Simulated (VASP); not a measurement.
# NiO (Fm-3m) in VASP: notebook, part 2 of 3

VASP 6.6.1. Earlier steps stand in the parts before.

## Step 4: Single point, LDA, collinear spin, ferromagnetic start

This run uses another cell than the first one, of 9.08 Å³/atom, 1.064 times its volume.

Input file INCAR:

```
SYSTEM = NiO
  PREC = Accurate
  ENCUT = 520
  EDIFF = 1E-7
  ISMEAR = -1
  SIGMA = 0.05
  LREAL = .False.
  LASPH = .True.
  NELM = 150
  ALGO = Normal
  ISIF = 2
  LWAVE = .False.
  LCHARG = .False.
  ISPIN = 2
  MAGMOM = 1 0
  LORBIT = 11
  LMAXMIX = 4
  GGA = CA
  NBANDS = 19
```

Input file KPOINTS:

```
regular mesh
0
Gamma
  11 11 11
  0 0 0
```

Input file POSCAR:

```
NiO
1.0
    0.0000000000      2.0859016414      2.0859016414
    2.0859016414      0.0000000000      2.0859016414
    2.0859016414      2.0859016414      0.0000000000
Ni O
1 1
Direct
    0.0000000000      0.0000000000      0.0000000000
    0.5000000000      0.5000000000      0.5000000000
```

Potentials or basis: VASP PAW LDA potentials, release 64 (Ni, O).

The run is started by

```
cat potpaw_LDA.64/Ni/POTCAR potpaw_LDA.64/O/POTCAR > POTCAR
mpirun -np 1 vasp_std > vasp.out
```

OUTCAR:

```text
SYSTEM = NiO
   PREC = Accurate
   ENCUT = 520
   EDIFF = 1E-7
   ISMEAR = -1
   LREAL = .False.
   LASPH = .True.
   NELM = 150
   ISIF = 2
   ISPIN = 2
   LORBIT = 11
   GGA = CA

 ion  position               nearest neighbor table
   1  0.000  0.000  0.000-   2 2.09   2 2.09   2 2.09   2 2.09   2 2.09   2 2.09
   2  0.500  0.500  0.500-   1 2.09   1 2.09   1 2.09   1 2.09   1 2.09   1 2.09

  LATTYP: Found a face centered cubic cell.
 ALAT       =     4.1718032828

  Lattice vectors:

 A1 = (   0.0000000000,   2.0859016414,   2.0859016414)
 A2 = (   2.0859016414,   0.0000000000,   2.0859016414)
 A3 = (   2.0859016414,   2.0859016414,   0.0000000000)

Analysis of symmetry for initial positions (statically):
=====================================================================
 Subroutine PRICEL returns:
 Original cell was already a primitive cell.

 Routine SETGRP: Setting up the symmetry group for a
 face centered cubic supercell.

 Subroutine GETGRP returns: Found 48 space group operations
 (whereof 48 operations were pure point group operations)
 out of a pool of 48 trial point group operations.

The static configuration has the point symmetry O_h .

Analysis of symmetry for dynamics (positions and initial velocities):
=====================================================================
 Subroutine PRICEL returns:
 Original cell was already a primitive cell.

 Routine SETGRP: Setting up the symmetry group for a
 face centered cubic supercell.

 Subroutine GETGRP returns: Found 48 space group operations
 (whereof 48 operations were pure point group operations)
 out of a pool of 48 trial point group operations.

The dynamic configuration has the point symmetry O_h .

Analysis of structural, dynamic, and magnetic symmetry:
=====================================================================
 Subroutine PRICEL returns:
 Original cell was already a primitive cell.

 Routine SETGRP: Setting up the symmetry group for a
 face centered cubic supercell.

 Subroutine GETGRP returns: Found 48 space group operations
 (whereof 48 operations were pure point group operations)
 out of a pool of 48 trial point group operations.

The overall configuration has the point symmetry O_h .

 Subroutine INISYM returns: Found 48 space group operations
 (whereof 48 operations are pure point group operations),
 and found     1 'primitive' translations

----------------------------------------------------------------------------------------

                                     Primitive cell

  volume of cell :      18.1515

  direct lattice vectors                    reciprocal lattice vectors
     0.000000000  2.085901641  2.085901641    -0.239704495  0.239704495  0.239704495
     2.085901641  0.000000000  2.085901641     0.239704495 -0.239704495  0.239704495
     2.085901641  2.085901641  0.000000000     0.239704495  0.239704495 -0.239704495

  length of vectors
     2.949910391  2.949910391  2.949910391     0.415180364  0.415180364  0.415180364

  position of ions in fractional coordinates (direct lattice)
     0.000000000  0.000000000  0.000000000
     0.500000000  0.500000000  0.500000000

  ion indices of the primitive-cell ions
[... 59 lines left out ...]
   total plane-waves  NPLWV =  13824
   dimension x,y,z NGX =    24 NGY =   24 NGZ =   24
   dimension x,y,z NGXF=    48 NGYF=   48 NGZF=   48
   ions per type =               1   1
   NGX,Y,Z   is equivalent  to a cutoff of  13.53, 13.53, 13.53 a.u.
   NGXF,Y,Z  is equivalent  to a cutoff of  27.05, 27.05, 27.05 a.u.
 SYSTEM =  NiO
   PREC   = accura    normal or accurate (medium, high low for compatibility)
   ISTART =      0    job   : 0-new  1-cont  2-samecut
   ICHARG =      2    charge: 1-file 2-atom 10-const
   ISPIN  =      2    spin polarized calculation?
   LNONCOLLINEAR =      F non collinear calculations
   LSORBIT =      F    spin-orbit coupling
   LASPH  =      T    aspherical Exc in radial PAW
   ENCUT  =  520.0 eV  38.22 Ry    6.18 a.u.   5.48  5.48  5.48*2*pi/ulx,y,z
   NELM   =    150;   NELMIN=  2; NELMDL= -5     # of ELM steps
   EDIFF  = 0.1E-06   stopping-criterion for ELM
   LREAL  =      F    real-space projection
   EDIFFG = 0.1E-05   stopping-criterion for IOM
   NSW    =      0    number of steps for IOM
   IBRION =     -1    ionic relax: 0-MD 1-quasi-New 2-CG
   NFREE  =      0    steps in history (QN), initial steepest desc. (CG)
   ISIF   =      2    stress and relaxation
   ISYM   =      2    0-nonsym 1-usesym 2-fastsym
   POTIM  = 0.5000    time-step for ionic-motion
   TEBEG  =    0.0;   TEEND  =   0.0 temperature during run
   PSTRESS=    0.0 pullay stress
   NELECT =      16.0000    total number of electrons
   NUPDOWN=      -1.0000    fix difference up-down
   EMIN   =  10.00;   EMAX   =-10.00  energy-range for DOS
   EFERMI =   0.00;   METHOD = LEGACY
   ISMEAR =    -1;   SIGMA  =   0.05  broadening in eV -4-tet -1-fermi 0-gaus
   EFERMI_NEDOS =   21; number of points for ismear=-14 and -15
   IALGO  =     38    algorithm
   IMIX   =      4    mixing-type and parameters
     AMIX     =   0.40;   BMIX     =  1.00
     AMIX_MAG =   1.60;   BMIX_MAG =  1.00
  volume/ion in A,a.u.               =       9.08        61.25
  Fermi-wavevector in a.u.,A,eV,Ry     =   1.569680  2.966264 33.523312  2.463894
  Thomas-Fermi vector in A             =   2.671526
   LORBIT       =     11    0 simple, 1 ext, 2 COOP (PROOUT), +10 PAW based schemes
   GGA     = CA    functional components
   LHFCALC =     F    Hartree Fock is set to
   AEXX    =    0.0000 exact exchange contribution
   IVDW    =     0    specifies the selected vdW correction
   LEPSILON=     F    determine dielectric tensor
   LRPA    =     F    only Hartree local field effects (RPA)
 spin polarized calculation
  energy-cutoff  :      520.00
  volume of cell :       18.15
 maximum number of plane-waves:       531
 NGX is ok and might be reduce to    24
   NGX = 11   NGY = 11   NGZ = 11

 number of electron      16.0000001 magnetization       0.2372206

 Free energy of the ion-electron system (eV)
  ---------------------------------------------------
  ext. energy  EPLUGINS =         0.00000000
  ---------------------------------------------------
  free energy    TOTEN  =       -13.29527263 eV

  energy without entropy =      -13.28025506  energy(sigma->0) =      -13.28776384

 E-fermi :   7.5320     XC(G=0): -13.1927

 val. band max:        7.5270655367   @ k =   0.2727   0.1818   0.0909
 cond. band min:       7.5520064333   @ k =   0.4545   0.3636   0.0909
 fundamental gap:      0.0249408966
 Fermi energy:         7.5320451959

 spin component 1

 k-point     1 :       0.0000    0.0000    0.0000
  band No.  band energies     occupation
      1     -12.6419      1.00000
      2       4.4359      1.00000
      3       4.4359      1.00000
      4       4.4359      1.00000
      5       5.6648      1.00000
      6       5.6648      1.00000
[... 517 lines left out ...]
     18      38.5676      0.00000
     19      39.6449      0.00000

 [... further k-points ...]

 spin component 2

 k-point     1 :       0.0000    0.0000    0.0000
  band No.  band energies     occupation
      1     -12.5931      1.00000
      2       4.4921      1.00000
      3       4.4921      1.00000
      4       4.4921      1.00000
      5       5.7983      1.00000
      6       5.7983      1.00000
[... 517 lines left out ...]
     18      38.6177      0.00000
     19      39.7695      0.00000

 [... further k-points ...]
[... 5 lines left out ...]
  --------------------------------------------------------------------------------------
  -------------------------------------------------------------------------------------
  Total       -2.2232641     -2.2232641     -2.2232641      0.0000000     -0.0000000      0.0000000
  in kB     -196.2411873   -196.2411873   -196.2411873      0.0000000     -0.0000000      0.0000000
  external PRESSURE =    -196.2411873 kB  Pullay stress =       0.0000000 kB

 VOLUME and BASIS-vectors are now :
 -----------------------------------------------------------------------------
  energy-cutoff  :      520.00
  volume of cell :       18.15
      direct lattice vectors                 reciprocal lattice vectors
     0.000000000  2.085901641  2.085901641    -0.239704495  0.239704495  0.239704495
     2.085901641  0.000000000  2.085901641     0.239704495 -0.239704495  0.239704495
     2.085901641  2.085901641  0.000000000     0.239704495  0.239704495 -0.239704495

 POSITION                                       TOTAL-FORCE (eV/Angst)
 -----------------------------------------------------------------------------------
      0.00000      0.00000      0.00000        -0.000000     -0.000000      0.000000
      2.08590      2.08590      2.08590         0.000000      0.000000     -0.000000
 -----------------------------------------------------------------------------------
    total drift:                                0.000000     -0.000000     -0.000000

  FREE ENERGIE OF THE ION-ELECTRON SYSTEM (eV)
  ---------------------------------------------------
  free  energy   TOTEN  =       -13.2952726289 eV

  energy  without entropy=      -13.2802550561  energy(sigma->0) =      -13.28776384

 total charge

# of ion       s       p       d       tot
------------------------------------------
    1        0.332   0.397   8.359   9.087
    2        1.562   3.335   0.000   4.897
--------------------------------------------------
tot          1.893   3.732   8.359  13.984

 magnetization (x)

# of ion       s       p       d       tot
------------------------------------------
    1        0.002   0.003   0.196   0.201
    2        0.005   0.025   0.000   0.030
--------------------------------------------------
tot          0.007   0.028   0.196   0.231
```

Wall time 88 s (1 thread of AMD EPYC 7R13, shared host); peak memory 0.13 GiB.

Results:

```yaml
Free_energy: -13.2953 eV
Pressure: -19.6 GPa
Net_moment: 0.24 μB per cell
Site_moments: Ni +0.20; O +0.03 μB
Valence_electrons_inside_the_program's_atomic_spheres: Ni 9.09; O 4.90
```

Caveat: semilocal functionals often make such compounds metallic where correlation or magnetic order opens a gap, which also shifts bond lengths.

## Step 5: Single point, LDA, collinear spin, ferromagnetic start (volume scaled by 1.02)

Input file INCAR:

```
SYSTEM = NiO
PREC = Accurate ; ENCUT = 520
EDIFF = 1E-6 ; ISMEAR = -1
SIGMA = 0.05 ; LREAL = .FALSE.
LASPH = .TRUE. ; NELM = 150
ALGO = Normal ; ISIF = 2
LWAVE = .FALSE. ; LCHARG = .TRUE.
ISPIN = 2 ; MAGMOM = 1 0
LORBIT = 11 ; LMAXMIX = 4
GGA = CA ; LELF = .TRUE.
LVHAR = .TRUE. ; NBANDS = 19
```

Input file KPOINTS:

```
Automatic mesh
0
G
  11 11 11
  0 0 0
```

Input file POSCAR:

```
NiO
1.0
    0.0000000000      2.0997159621      2.0997159621
    2.0997159621      0.0000000000      2.0997159621
    2.0997159621      2.0997159621      0.0000000000
Ni O
1 1
Direct
    0.0000000000      0.0000000000      0.0000000000
    0.5000000000      0.5000000000      0.5000000000
```

Potentials or basis: VASP PAW LDA potentials, release 64 (Ni, O).

The run is started by

```
cat potpaw_LDA.64/Ni/POTCAR potpaw_LDA.64/O/POTCAR > POTCAR
mpirun -np 1 vasp_std > vasp.out
```

OUTCAR:

```text
SYSTEM = NiO
   PREC = Accurate
   ENCUT = 520
   EDIFF = 1E-6
   ISMEAR = -1
   LREAL = .FALSE.
   LASPH = .TRUE.
   NELM = 150
   ISIF = 2
   ISPIN = 2
   LORBIT = 11
   GGA = CA

 ion  position               nearest neighbor table
   1  0.000  0.000  0.000-   2 2.10   2 2.10   2 2.10   2 2.10   2 2.10   2 2.10
   2  0.500  0.500  0.500-   1 2.10   1 2.10   1 2.10   1 2.10   1 2.10   1 2.10

  LATTYP: Found a face centered cubic cell.
 ALAT       =     4.1994319242

  Lattice vectors:

 A1 = (   0.0000000000,   2.0997159621,   2.0997159621)
 A2 = (   2.0997159621,   0.0000000000,   2.0997159621)
 A3 = (   2.0997159621,   2.0997159621,   0.0000000000)

Analysis of symmetry for initial positions (statically):
=====================================================================
 Subroutine PRICEL returns:
 Original cell was already a primitive cell.

 Routine SETGRP: Setting up the symmetry group for a
 face centered cubic supercell.

 Subroutine GETGRP returns: Found 48 space group operations
 (whereof 48 operations were pure point group operations)
[... 720 lines left out ...]
  band No.  band energies     occupation
      1     -12.7027      1.00000
      2       4.2748      1.00000
      3       4.2748      1.00000
      4       4.2748      1.00000
      5       5.5628      1.00000
      6       5.5628      1.00000
[... 517 lines left out ...]
     18      38.0060      0.00000
     19      39.0559      0.00000

 [... further k-points ...]
[... 5 lines left out ...]
  --------------------------------------------------------------------------------------
  -------------------------------------------------------------------------------------
  Total       -2.6307514     -2.6307514     -2.6307514      0.0000000      0.0000000     -0.0000000
  in kB     -227.6558116   -227.6558116   -227.6558116      0.0000000      0.0000000     -0.0000000
  external PRESSURE =    -227.6558116 kB  Pullay stress =       0.0000000 kB

 VOLUME and BASIS-vectors are now :
 -----------------------------------------------------------------------------
  energy-cutoff  :      520.00
  volume of cell :       18.51
      direct lattice vectors                 reciprocal lattice vectors
     0.000000000  2.099715962  2.099715962    -0.238127446  0.238127446  0.238127446
     2.099715962  0.000000000  2.099715962     0.238127446 -0.238127446  0.238127446
     2.099715962  2.099715962  0.000000000     0.238127446  0.238127446 -0.238127446

 POSITION                                       TOTAL-FORCE (eV/Angst)
 -----------------------------------------------------------------------------------
      0.00000      0.00000      0.00000        -0.000000      0.000000      0.000000
      2.09972      2.09972      2.09972         0.000000     -0.000000     -0.000000
 -----------------------------------------------------------------------------------
    total drift:                                0.000000     -0.000000     -0.000000

  FREE ENERGIE OF THE ION-ELECTRON SYSTEM (eV)
  ---------------------------------------------------
  free  energy   TOTEN  =       -13.2475954375 eV

  energy  without entropy=      -13.2321914238  energy(sigma->0) =      -13.23989343

 total charge

# of ion       s       p       d       tot
------------------------------------------
    1        0.325   0.381   8.347   9.053
    2        1.562   3.324   0.000   4.886
--------------------------------------------------
tot          1.887   3.705   8.347  13.939

 magnetization (x)

# of ion       s       p       d       tot
------------------------------------------
    1        0.002   0.003   0.190   0.195
    2        0.004   0.024   0.000   0.028
--------------------------------------------------
tot          0.007   0.027   0.190   0.223
```

OSZICAR:

```text
N       E                     dE             d eps       ncg     rms          rms(c)
DAV:   1     0.797877834520E+02    0.79788E+02   -0.70187E+03  4595   0.104E+03
DAV:   2    -0.105134732631E+02   -0.90301E+02   -0.78961E+02  4368   0.232E+02
DAV:   3    -0.154269246834E+02   -0.49135E+01   -0.46685E+01  4960   0.548E+01
DAV:   4    -0.154704737288E+02   -0.43549E-01   -0.43493E-01  4706   0.500E+00
DAV:   5    -0.154711374377E+02   -0.66371E-03   -0.66365E-03  4913   0.623E-01    0.136E+01
DAV:   6    -0.149536535667E+02    0.51748E+00   -0.11324E+01  5615   0.584E+01    0.171E+01
DAV:   7    -0.133234480356E+02    0.16302E+01   -0.52724E+00  5458   0.495E+01    0.511E+00
DAV:   8    -0.132497400699E+02    0.73708E-01   -0.28832E-01  5476   0.792E+00    0.213E+00
DAV:   9    -0.132470738465E+02    0.26662E-02   -0.25183E-02  5199   0.222E+00    0.753E-01
DAV:  10    -0.132463560647E+02    0.71778E-03   -0.40787E-03  5626   0.118E+00    0.275E-01
DAV:  11    -0.132475134922E+02   -0.11574E-02   -0.16537E-03  5660   0.627E-01    0.991E-02
DAV:  12    -0.132475750953E+02   -0.61603E-04   -0.13905E-04  5566   0.105E-01    0.453E-02
DAV:  13    -0.132475908621E+02   -0.15767E-04   -0.14775E-05  5746   0.600E-02    0.145E-02
DAV:  14    -0.132475939072E+02   -0.30450E-05   -0.19072E-06  3935   0.219E-02    0.127E-02
DAV:  15    -0.132475952027E+02   -0.12955E-05   -0.17280E-06  2305   0.200E-02    0.418E-03
DAV:  16    -0.132475954375E+02   -0.23478E-06   -0.57184E-07  2349   0.103E-02
   1 F= -.13247595E+02 E0= -.13239893E+02  d E =-.154040E-01  mag=     0.2290
```

stdout:

```text
POSCAR found type information on POSCAR NiO
 POSCAR found :  2 types and       2 ions
 scaLAPACK will be used
 LDA part: xc-table for (Slater(with rela. corr.)+CA(PZ))
 , standard interpolation
 POSCAR, INCAR and KPOINTS ok, starting setup
 FFT: planning ... GRIDC
 FFT: planning ... GRID_SOFT
 FFT: planning ... GRID
 WAVECAR not read
 entering main loop
```

Wall time 74 s (1 thread of AMD EPYC 7R13, shared host); peak memory 0.13 GiB.

Results:

```
Free energy                                           : -13.2476 eV
Pressure                                              : -22.8 GPa
Net moment                                            : 0.23 μB per cell
Site moments                                          : Ni +0.20; O +0.03 μB
Valence electrons inside the program's atomic spheres : Ni 9.05; O 4.89
```

Levels at points of the mesh, in eV from the Fermi level:
Spin up:
```tsv
k point	band 6	band 7	band 8	band 9	band 10	band 11
(0.00, 0.00, 0.00)	-1.80	-1.80	-1.68	-1.68	1.62	17.74
```
Spin down:
| k point | band 5 | band 6 | band 7 | band 8 | band 9 | band 10 | band 11 | band 12 |
| --- | --- | --- | --- | --- | --- | --- | --- | --- |
| (0.00, 0.00, 0.00) | -1.67 | -1.67 | -1.67 | -1.43 | -1.43 | 1.66 | 17.75 | 18.96 |

Caveat: the cell differs from its parent crystal (volume scaled by 1.02); semilocal functionals often make such compounds metallic where correlation or magnetic order opens a gap, which also shifts bond lengths.

[end of part 2 of 3]
